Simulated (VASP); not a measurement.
SiC: single point with PBE

Crystal: SiC.

```
CELL_PARAMETERS angstrom
3.09194 0.00000 0.00000
-1.54597 2.67770 0.00000
0.00000 0.00000 4.97281
ATOMIC_POSITIONS crystal
Si 0.33333 0.66667 0.49843
Si 0.66667 0.33333 0.99843
C 0.33333 0.66667 0.87657
C 0.66667 0.33333 0.37657
```

This cell differs from its parent crystal: strain along c alone, the other axes held: -2.0 %, then relaxed in part.

```yaml
Program: VASP 6.6.1
Task: single point
Functional: PBE
Potentials_or_basis: VASP PAW PBE potentials, release 64 (Si, C)
Cutoff: 520 eV
k_mesh: 12 × 12 × 6
Occupations: gaussian, width 0.02 eV
Spin: no spin polarisation
Dipole_correction: no
Further_INCAR_settings: ALGO = Normal; EDIFF = 1e-06; NBANDS = 16
```

| Quantity | Value |
| --- | --- |
| Pressure | 4.4 GPa |
| Band gap on the k mesh | 2.34 eV, indirect (least direct gap 3.82 eV) |

Forces on the atoms (eV/Å):
```
Si   0.000  0.000 -0.003
Si   0.000  0.000 -0.003
C    0.000  0.000  0.003
C    0.000  0.000  0.003
```

Stress tensor (GPa, compression positive):
```
 1.07  0.00  0.00
 0.00  1.07  0.00
 0.00  0.00 11.05
```

Levels at points of the mesh, in eV from the valence-band top:
| k point | band 4 | band 5 | band 6 | band 7 | band 8 | band 9 | band 10 | band 11 | band 12 | band 13 |
| --- | --- | --- | --- | --- | --- | --- | --- | --- | --- | --- |
| (0.00, 0.00, 0.00) | -1.49 | -1.49 | -0.08 | -0.08 | 0.00 | 4.48 | 6.46 | 6.49 | 6.49 | 7.87 |
| (0.50, 0.00, 0.00) | -6.23 | -5.47 | -3.48 | -3.31 | -1.22 | 2.59 | 4.35 | 6.87 | 7.08 | 10.37 |
| (0.00, 0.00, 0.50) | -4.29 | -0.85 | -0.85 | -0.85 | -0.85 | 5.66 | 5.66 | 7.19 | 7.19 | 7.19 |
| (0.50, 0.00, 0.50) | -8.33 | -2.56 | -2.56 | -2.25 | -2.25 | 3.32 | 3.32 | 5.31 | 5.31 | 10.45 |

Wall time 110 s on 1 thread of AMD EPYC 7R13 (shared host), peak memory 0.15 GiB.

Caveat: the cell differs from its parent crystal (strain along c alone, the other axes held: -2.0 %, then relaxed in part). A k mesh can miss the band edges.
